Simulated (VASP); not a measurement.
# SbPt (P6_3/mmc) in VASP: notebook

Runs on SbPt. Level: PBEsol. Tasks: single point.

Program: VASP 6.6.1. These are calculated values, not measurements. Logs are shortened: lines on timing, memory, paths and dates and some standing lists are left out, and cuts for length are marked.

### 1 The cell of the first run

Symmetry: P6_3/mmc, No. 194, hexagonal system. Conventional cell: a = 4.092 Å, b = 4.092 Å, c = 5.433 Å, α = 90.00°, β = 90.00°, γ = 120.00°. Pt (site symmetry -3m) has 2 Pt at 2.72 Å and 6 Sb at 2.73 Å within 3.6 Å. Sb (site symmetry -6m2) has 6 Pt at 2.73 Å within 3.6 Å.

### 2 Single point, PBEsol

Input file INCAR:

```
SYSTEM = SbPt
  ALGO = Normal
  EDIFF = 1E-6
  ENCUT = 520
  GGA = PS
  ISIF = 2
  ISMEAR = -1
  LASPH = .TRUE.
  LCHARG = .TRUE.
  LELF = .TRUE.
  LREAL = .FALSE.
  LVHAR = .TRUE.
  LWAVE = .FALSE.
  NBANDS = 23
  NELM = 80
  PREC = Accurate
  SIGMA = 0.05
```

Input file KPOINTS:

```
k-points
0
G
  8 8 5
  0 0 0
```

Input file POSCAR:

```
SbPt
1.0
    4.0923481601      0.0000000000      0.0000000000
   -2.0461740801      3.5440774678      0.0000000000
    0.0000000000      0.0000000000      5.4332874844
Pt Sb
2 2
Direct
    0.0000000000      0.0000000000      0.5000000000
    0.0000000000      0.0000000000      0.0000000000
    0.6666666667      0.3333333333      0.7500000000
    0.3333333333      0.6666666667      0.2500000000
```

Potentials or basis: VASP PAW PBE potentials, release 64 (Pt, Sb).

On the command line:

```console
$ cat potpaw_PBE.64/Pt/POTCAR potpaw_PBE.64/Sb/POTCAR > POTCAR
$ mpirun -np 1 vasp_std > vasp.out
```

OUTCAR:

```text
SYSTEM = SbPt
   EDIFF = 1E-6
   ENCUT = 520
   GGA = PS
   ISIF = 2
   ISMEAR = -1
   LASPH = .TRUE.
   LREAL = .FALSE.
   NELM = 80
   PREC = Accurate

 ion  position               nearest neighbor table
   1  0.000  0.000  0.500-   2 2.72   2 2.72   4 2.73   3 2.73   3 2.73   4 2.73   3 2.73   4 2.73

   2  0.000  0.000  0.000-   1 2.72   1 2.72   4 2.73   3 2.73   3 2.73   4 2.73   3 2.73   4 2.73

   3  0.667  0.333  0.750-   1 2.73   2 2.73   1 2.73   2 2.73   1 2.73   2 2.73   4 3.60   4 3.60
                             4 3.60   4 3.60   4 3.60   4 3.60
   4  0.333  0.667  0.250-   1 2.73   2 2.73   1 2.73   2 2.73   1 2.73   2 2.73   3 3.60   3 3.60
                             3 3.60   3 3.60   3 3.60   3 3.60

  LATTYP: Found a hexagonal cell.
 ALAT       =     4.0923481601
 C/A-ratio  =     1.3276699029

  Lattice vectors:

 A1 = (   4.0923481601,   0.0000000000,   0.0000000000)
 A2 = (  -2.0461740801,   3.5440774678,   0.0000000000)
 A3 = (   0.0000000000,   0.0000000000,   5.4332874844)

Analysis of symmetry for initial positions (statically):
=====================================================================
 Subroutine PRICEL returns:
 Original cell was already a primitive cell.

 Routine SETGRP: Setting up the symmetry group for a
 hexagonal supercell.

 Subroutine GETGRP returns: Found 24 space group operations
 (whereof 12 operations were pure point group operations)
 out of a pool of 24 trial point group operations.

The static configuration has the point symmetry D_3d.
 The point group associated with its full space group is D_6h.

Analysis of symmetry for dynamics (positions and initial velocities):
=====================================================================
 Subroutine PRICEL returns:
 Original cell was already a primitive cell.

 Routine SETGRP: Setting up the symmetry group for a
 hexagonal supercell.

 Subroutine GETGRP returns: Found 24 space group operations
 (whereof 12 operations were pure point group operations)
 out of a pool of 24 trial point group operations.

The dynamic configuration has the point symmetry D_3d.
 The point group associated with its full space group is D_6h.

 Subroutine INISYM returns: Found 24 space group operations
 (whereof 12 operations are pure point group operations),
 and found     1 'primitive' translations

----------------------------------------------------------------------------------------

                                     Primitive cell

  volume of cell :      78.8022

  direct lattice vectors                    reciprocal lattice vectors
     4.092348160  0.000000000  0.000000000     0.244358486  0.141080438  0.000000000
    -2.046174080  3.544077468  0.000000000     0.000000000  0.282160875  0.000000000
     0.000000000  0.000000000  5.433287484     0.000000000  0.000000000  0.184050633

  length of vectors
     4.092348160  4.092348160  5.433287484     0.282160875  0.282160875  0.184050633

  position of ions in fractional coordinates (direct lattice)
     0.000000000  0.000000000  0.500000000
     0.000000000  0.000000000  0.000000000
     0.666666667  0.333333333  0.750000000
     0.333333333  0.666666667  0.250000000

  ion indices of the primitive-cell ions
   primitive index   ion index
                 1           1
                 2           2
                 3           3
                 4           4

----------------------------------------------------------------------------------------

 KPOINTS: k-points

Automatic generation of k-mesh.
 Grid dimensions read from file:
 generate k-points for:    8    8    5

 Generating k-lattice:

  Cartesian coordinates                     Fractional coordinates (reciprocal lattice)
     0.030544811  0.017635055  0.000000000     0.125000000 -0.000000000  0.000000000
     0.000000000  0.035270109  0.000000000     0.000000000  0.125000000  0.000000000
     0.000000000  0.000000000  0.036810127     0.000000000  0.000000000  0.200000000

  Length of vectors
     0.035270109  0.035270109  0.036810127

  Shift w.r.t. Gamma in fractional coordinates (k-lattice)
     0.000000000  0.000000000  0.000000000

 Subroutine IBZKPT returns following result:
 ===========================================

 Found     30 irreducible k-points:

 Following reciprocal coordinates:
            Coordinates               Weight
  0.000000  0.000000  0.000000      1.000000
  0.125000  0.000000  0.000000      6.000000
  0.250000  0.000000  0.000000      6.000000
  0.375000  0.000000  0.000000      6.000000
  0.500000  0.000000  0.000000      3.000000
  0.125000  0.125000  0.000000      6.000000
[... 16 lines left out ...]
  0.250000  0.000000  0.400000     12.000000
  0.375000  0.000000  0.400000     12.000000
 [... further k-points ...]
   k-points           NKPTS =     30   k-points in BZ     NKDIM =     30   number of bands    NBANDS=     23
   number of dos      NEDOS =    301   number of ions     NIONS =      4
   total plane-waves  NPLWV =  36000
   dimension x,y,z NGX =    30 NGY =   30 NGZ =   40
   dimension x,y,z NGXF=    60 NGYF=   60 NGZF=   80
   ions per type =               2   2
   NGX,Y,Z   is equivalent  to a cutoff of  12.19, 12.19, 12.24 a.u.
   NGXF,Y,Z  is equivalent  to a cutoff of  24.37, 24.37, 24.48 a.u.
 SYSTEM =  SbPt
   PREC   = accura    normal or accurate (medium, high low for compatibility)
   ISTART =      0    job   : 0-new  1-cont  2-samecut
   ICHARG =      2    charge: 1-file 2-atom 10-const
   ISPIN  =      1    spin polarized calculation?
   LNONCOLLINEAR =      F non collinear calculations
   LSORBIT =      F    spin-orbit coupling
   LASPH  =      T    aspherical Exc in radial PAW
   ENCUT  =  520.0 eV  38.22 Ry    6.18 a.u.   7.61  7.61 10.10*2*pi/ulx,y,z
   NELM   =     80;   NELMIN=  2; NELMDL= -5     # of ELM steps
   EDIFF  = 0.1E-05   stopping-criterion for ELM
   LREAL  =      F    real-space projection
   EDIFFG = 0.1E-04   stopping-criterion for IOM
   NSW    =      0    number of steps for IOM
   IBRION =     -1    ionic relax: 0-MD 1-quasi-New 2-CG
   NFREE  =      0    steps in history (QN), initial steepest desc. (CG)
   ISIF   =      2    stress and relaxation
   ISYM   =      2    0-nonsym 1-usesym 2-fastsym
   POTIM  = 0.5000    time-step for ionic-motion
   TEBEG  =    0.0;   TEEND  =   0.0 temperature during run
   PSTRESS=    0.0 pullay stress
   NELECT =      30.0000    total number of electrons
   NUPDOWN=      -1.0000    fix difference up-down
   EMIN   =  10.00;   EMAX   =-10.00  energy-range for DOS
   EFERMI =   0.00;   METHOD = LEGACY
   ISMEAR =    -1;   SIGMA  =   0.05  broadening in eV -4-tet -1-fermi 0-gaus
   EFERMI_NEDOS =   21; number of points for ismear=-14 and -15
   IALGO  =     38    algorithm
   IMIX   =      4    mixing-type and parameters
     AMIX     =   0.40;   BMIX     =  1.00
     AMIX_MAG =   1.60;   BMIX_MAG =  1.00
  volume/ion in A,a.u.               =      19.70       132.95
  Fermi-wavevector in a.u.,A,eV,Ry     =   1.186504  2.242167 19.154160  1.407791
  Thomas-Fermi vector in A             =   2.322675
   LORBIT       =      0    0 simple, 1 ext, 2 COOP (PROOUT), +10 PAW based schemes
   GGA     = PS    functional components
   LHFCALC =     F    Hartree Fock is set to
   AEXX    =    0.0000 exact exchange contribution
   IVDW    =     0    specifies the selected vdW correction
   LEPSILON=     F    determine dielectric tensor
   LRPA    =     F    only Hartree local field effects (RPA)
 non-spin polarized calculation
  energy-cutoff  :      520.00
  volume of cell :       78.80
 maximum number of plane-waves:      2150
   NGX = 15   NGY = 15   NGZ = 21

 number of electron      30.0000000 magnetization

 Free energy of the ion-electron system (eV)
  ---------------------------------------------------
  ext. energy  EPLUGINS =         0.00000000
  ---------------------------------------------------
  free energy    TOTEN  =       -24.65786124 eV

  energy without entropy =      -24.63633892  energy(sigma->0) =      -24.64710008

 E-fermi :  10.5069     XC(G=0): -11.7325

 val. band max:       10.4593903576   @ k =   0.3750   0.1250   0.4000
 cond. band min:      10.5127929435   @ k =   0.2500   0.0000   0.0000
 fundamental gap:      0.0534025859
 Fermi energy:        10.5069183522

 k-point     1 :       0.0000    0.0000    0.0000
  band No.  band energies     occupation
      1      -2.7553      2.00000
      2       1.3680      2.00000
      3       3.1853      2.00000
      4       4.2263      2.00000
      5       4.2263      2.00000
      6       4.3078      2.00000
[... 15 lines left out ...]
     22      15.7683      0.00000
     23      18.5277      0.00000

 k-point     2 :       0.1250    0.0000    0.0000
  band No.  band energies     occupation
      1      -2.5569      2.00000
      2       1.1487      2.00000
      3       3.4211      2.00000
      4       4.2617      2.00000
      5       4.2753      2.00000
      6       4.5798      2.00000
[... 15 lines left out ...]
     22      16.6786      0.00000
     23      16.8461      0.00000

 k-point     3 :       0.2500    0.0000    0.0000
  band No.  band energies     occupation
      1      -1.9836      2.00000
      2       0.7233      2.00000
      3       3.9880      2.00000
      4       4.0864      2.00000
      5       4.3498      2.00000
      6       5.0185      2.00000
[... 15 lines left out ...]
     22      16.6589      0.00000
     23      17.1679      0.00000

 k-point     4 :       0.3750    0.0000    0.0000
  band No.  band energies     occupation
      1      -1.1305      2.00000
      2       0.3125      2.00000
      3       3.1376      2.00000
      4       4.3468      2.00000
      5       4.7288      2.00000
      6       4.8823      2.00000
[... 15 lines left out ...]
     22      15.8476      0.00000
     23      18.7866      0.00000

 k-point     5 :       0.5000    0.0000    0.0000
  band No.  band energies     occupation
      1      -0.4010      2.00000
      2      -0.0860      2.00000
      3       2.5418      2.00000
      4       4.3251      2.00000
      5       4.6627      2.00000
      6       5.1000      2.00000
[... 15 lines left out ...]
     22      16.0490      0.00000
     23      20.2378      0.00000

 k-point     6 :       0.1250    0.1250    0.0000
  band No.  band energies     occupation
      1      -2.1702      2.00000
      2       0.8422      2.00000
      3       3.8761      2.00000
      4       4.1135      2.00000
      5       4.3229      2.00000
      6       5.0470      2.00000
[... 15 lines left out ...]
     22      17.3745      0.00000
     23      17.5791      0.00000

 k-point     7 :       0.2500    0.1250    0.0000
  band No.  band energies     occupation
      1      -1.4478      2.00000
      2       0.4718      2.00000
      3       3.5699      2.00000
      4       4.3129      2.00000
      5       4.6788      2.00000
      6       4.7902      2.00000
[... 353 lines left out ...]
     22      18.5086      0.00000
     23      19.3220      0.00000

 k-point    21 :       0.0000    0.0000    0.4000
  band No.  band energies     occupation
      1      -1.9005      2.00000
      2      -0.8913      2.00000
      3       4.9085      2.00000
      4       4.9085      2.00000
      5       5.3551      2.00000
      6       5.5658      2.00000
[... 15 lines left out ...]
     22      16.3833      0.00000
     23      16.6967      0.00000

 k-point    22 :       0.1250    0.0000    0.4000
  band No.  band energies     occupation
      1      -1.7257      2.00000
      2      -0.7627      2.00000
      3       4.5090      2.00000
      4       4.9420      2.00000
      5       5.2466      2.00000
      6       5.3723      2.00000
[... 15 lines left out ...]
     22      17.0639      0.00000
     23      17.2370      0.00000

 k-point    23 :       0.2500    0.0000    0.4000
  band No.  band energies     occupation
      1      -1.2360      2.00000
      2      -0.4353      2.00000
      3       4.0235      2.00000
      4       4.4240      2.00000
      5       4.9900      2.00000
      6       5.3991      2.00000
[... 15 lines left out ...]
     22      18.2026      0.00000
     23      18.3648      0.00000

 k-point    24 :       0.3750    0.0000    0.4000
  band No.  band energies     occupation
      1      -0.5722      2.00000
      2      -0.0996      2.00000
      3       3.5402      2.00000
      4       3.8291      2.00000
      5       4.9825      2.00000
      6       5.3905      2.00000
[... 15 lines left out ...]
     22      18.8026      0.00000
     23      19.2201      0.00000

 [... further k-points ...]

------------------------ aborting loop because EDIFF is reached ----------------------------------------

  FORCE on cell =-STRESS in cart. coord.  units (eV):
  Direction    XX          YY          ZZ          XY          YZ          ZX
  --------------------------------------------------------------------------------------
  -------------------------------------------------------------------------------------
  Total        3.3399079      3.3399079      3.2020341     -0.0000000      0.0000000     -0.0000000
  in kB       67.9057586     67.9057586     65.1025607     -0.0000000      0.0000000     -0.0000000
  external PRESSURE =      66.9713593 kB  Pullay stress =       0.0000000 kB

 VOLUME and BASIS-vectors are now :
 -----------------------------------------------------------------------------
  energy-cutoff  :      520.00
  volume of cell :       78.80
      direct lattice vectors                 reciprocal lattice vectors
     4.092348160  0.000000000  0.000000000     0.244358486  0.141080438  0.000000000
    -2.046174080  3.544077468  0.000000000     0.000000000  0.282160875  0.000000000
     0.000000000  0.000000000  5.433287484     0.000000000  0.000000000  0.184050633

 POSITION                                       TOTAL-FORCE (eV/Angst)
 -----------------------------------------------------------------------------------
      0.00000      0.00000      2.71664         0.000000      0.000000     -0.000000
      0.00000      0.00000      0.00000         0.000000      0.000000     -0.000000
      2.04617      1.18136      4.07497        -0.000000     -0.000000      0.000000
     -0.00000      2.36272      1.35832        -0.000000      0.000000     -0.000000
 -----------------------------------------------------------------------------------
    total drift:                                0.000000      0.000000      0.000000

  FREE ENERGIE OF THE ION-ELECTRON SYSTEM (eV)
  ---------------------------------------------------
  free  energy   TOTEN  =       -24.6578612374 eV

  energy  without entropy=      -24.6363389249  energy(sigma->0) =      -24.64710008
```

It took 34 s on 1 thread of Intel Xeon Platinum 8375C at 2.90GHz (Ice Lake), shared host; peak memory 0.21 GiB.

Results:

* Free energy: -24.6579 eV
* Pressure: 6.7 GPa
* Band gap on the k mesh: zero (band 15 reaches 12.34 eV, above the bottom of band 16 at 9.25 eV)

Stress tensor (GPa, compression positive):
```
6.79 0.00 0.00
0.00 6.79 0.00
0.00 0.00 6.51
```

Levels at points of the mesh, in eV from the Fermi level:
| k point | band 12 | band 13 | band 14 | band 15 | band 16 | band 17 | band 18 | band 19 |
| --- | --- | --- | --- | --- | --- | --- | --- | --- |
| (0.00, 0.00, 0.00) | -2.29 | -0.12 | -0.12 | 0.77 | 2.32 | 2.37 | 3.73 | 3.73 |
| (0.50, 0.00, 0.00) | -3.10 | -2.85 | -2.46 | -2.26 | -0.54 | 1.95 | 4.27 | 4.29 |

Caveat: the PAW data sets were made with another functional, which shifts forces and pressure a little; spin-orbit coupling is left out, which moves the levels of the heavy elements.

### 3 Single point, PBEsol

This run uses another cell than the first one, of 20.10 Å³/atom, 1.020 times its volume.

Input file INCAR:

```
ALGO = Normal
EDIFF = 1E-6
ENCUT = 520
GGA = PS
ISIF = 2
ISMEAR = -1
LASPH = T
LCHARG = F
LREAL = F
LWAVE = F
NBANDS = 23
NELM = 60
PREC = Accurate
SIGMA = 0.05
```

Input file KPOINTS:

```
k-points
0
Gamma
  8 8 5
```

Input file POSCAR:

```
SbPt
1.0
    4.1200000000      0.0000000000      0.0000000000
   -2.0600000000      3.5680246636      0.0000000000
    0.0000000000      0.0000000000      5.4700000000
Pt Sb
2 2
Direct
    0.0000000000      0.0000000000      0.5000000000
    0.0000000000      0.0000000000      0.0000000000
    0.6666666667      0.3333333333      0.7500000000
    0.3333333333      0.6666666667      0.2500000000
```

Potentials or basis: VASP PAW PBE potentials, release 64 (Pt, Sb).

On the command line:

```console
$ cat potpaw_PBE.64/Pt/POTCAR potpaw_PBE.64/Sb/POTCAR > POTCAR
$ mpirun -np 1 vasp_std > vasp.out
```

Wall time 33 s (1 thread of Intel Xeon Platinum 8375C at 2.90GHz (Ice Lake), shared host); peak memory 0.22 GiB.

Results (log left out):

```yaml
Free_energy: -24.7086 eV
Pressure: 3.4 GPa
Band_gap_on_the_k_mesh: zero (band 15 reaches 11.97 eV, above the bottom of band 16 at 8.94 eV)
```

Stress tensor (GPa, compression positive):
```
3.62 0.00 0.00
0.00 3.62 0.00
0.00 0.00 2.94
```

Levels at points of the mesh, in eV from the Fermi level:
```tsv
k point	band 13	band 14	band 15	band 16	band 17	band 18
(0.00, 0.00, 0.00)	-0.09	-0.09	0.75	2.35	2.36	3.66
(0.50, 0.00, 0.00)	-2.76	-2.37	-2.19	-0.58	1.91	4.25
```

Caveat: the PAW data sets were made with another functional, which shifts forces and pressure a little; spin-orbit coupling is left out, which moves the levels of the heavy elements.
